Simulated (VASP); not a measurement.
A run of VASP 6.6.1 is set up as follows.

Contents of INCAR:

```
  PREC = Accurate
  ENCUT = 520
  EDIFF = 1E-6
  ISMEAR = 0
  SIGMA = 0.05
  LREAL = False
  LASPH = True
  NELM = 60
  ALGO = Normal
  ISIF = 2
  LWAVE = False
  LCHARG = False
  GGA = PE
  IVDW = 12
  NBANDS = 64
```

KPOINTS

```
Automatic mesh
0
Gamma
  6 6 6
```

File POSCAR:

```
SnO2
1.0
    3.2373377712      1.8690778337      4.2908446647
   -3.2373377712      1.8690778337      4.2908446647
    0.0000000000     -3.7381556673      4.2908446647
Sn O
4 8
Direct
    0.8696012153      0.8623677791      0.8623677794
    0.3695777400      0.3624043341      0.8623792721
    0.3695777400      0.8623792718      0.3624043344
    0.8696001143      0.3623932311      0.3623932314
    0.1218595621      0.6208754211      0.6208754034
    0.6217716598      0.1208582943      0.6208540058
    0.6217716598      0.6208540235      0.1208582766
    0.5721918594      0.6265100819      0.6265100971
    0.1218301100      0.1208652830      0.1208652653
    0.0720980324      0.1265606634      0.6265171051
    0.0720980324      0.6265170899      0.1265606786
    0.5721551856      0.1265170758      0.1265170910
```

Potentials or basis: VASP PAW PBE potentials, release 64 (Sn_d, O).

Run with:

```bash
$ cat potpaw_PBE.64/Sn_d/POTCAR potpaw_PBE.64/O/POTCAR > POTCAR
$ mpirun -np 1 vasp_std > vasp.out
```

Problem. What does it give for the pressure?

Solution. 3.3 GPa.

Problem. Estimate the band gap on the k mesh.

Solution. 1.49 eV.

Problem. What does it give for the largest force?

Solution. 1.747 eV/Å.

Forces on the atoms (eV/Å):
```
Sn  -1.069 -0.617 -0.498
Sn  -1.056 -0.615 -0.495
Sn  -1.061 -0.607 -0.495
Sn  -1.066 -0.616 -0.503
O   -0.340 -0.196 -0.157
O   -0.338 -0.195 -0.152
O   -0.338 -0.195 -0.152
O    1.400  0.808  0.650
O   -0.340 -0.196 -0.155
O    1.405  0.807  0.653
O    1.401  0.813  0.653
O    1.401  0.809  0.650
```

Caveat: the cell differs from its parent crystal (atoms displaced along several vibrational modes); the cell stands under pressure; spin-orbit coupling is left out, which moves the levels of the heavy elements; forces of over 1 eV/Å act on the atoms, so gaps and moduli don't describe the material at rest.
